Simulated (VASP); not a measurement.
Here is a VASP 6.6.1 calculation.

INCAR

```
ALGO = Normal
EDIFF = 1E-7
EDIFFG = -0.04
ENCUT = 600
GGA = PE
IBRION = 2
ISIF = 3
ISMEAR = 0
LASPH = T
LCHARG = F
LREAL = F
LWAVE = F
NELM = 100
NSW = 90
PREC = Accurate
SIGMA = 0.1
```

KPOINTS

```
k-points
0
Gamma
  6 6 6
```

POSCAR

```
Ti2Os
1.0
    0.0000000000      2.7474842330      2.7474842330
    2.7474842330      0.0000000000      2.7474842330
    2.7474842330      2.7474842330      0.0000000000
Ti Os
2 1
Direct
    0.2500000000      0.2500000000      0.2500000000
    0.7500000000      0.7500000000      0.7500000000
    0.0000000000      0.0000000000      0.0000000000
```

Potentials or basis: VASP PAW PBE potentials, release 64 (Ti_sv, Os).

Launch:

```console
$ cat potpaw_PBE.64/Ti_sv/POTCAR potpaw_PBE.64/Os/POTCAR > POTCAR
$ mpirun -np 1 vasp_std > vasp.out
```

Problem. What does it give for the band gap on the k mesh?

Solution. Zero (bands 16 and 17 overlap by 1.55 eV).

Problem. Predict the relaxed volume.

Solution. 18.36 Å³/atom.

Problem. Estimate the relaxed cell.

Solution. a = 4.270 Å, b = 4.270 Å, c = 4.270 Å, α = 60.00°, β = 60.00°, γ = 60.00°.

Problem. What does it give for the space group after relaxing (to 0.1 Å)?

Solution. Fm-3m (No. 225).

Final structure:
```yaml
crystal:
  lattice:
    - [0.00000, 3.01964, 3.01964]
    - [3.01964, 0.00000, 3.01964]
    - [3.01964, 3.01964, 0.00000]
  atoms:
    - { symbol: Ti, position: [0.25000, 0.25000, 0.25000] }
    - { symbol: Ti, position: [0.75000, 0.75000, 0.75000] }
    - { symbol: Os, position: [0.00000, 0.00000, 0.00000] }
```

Caveat: the volume moved by over 15 % at a fixed basis, so the end points are rough; spin-orbit coupling is left out, which moves the levels of the heavy elements.
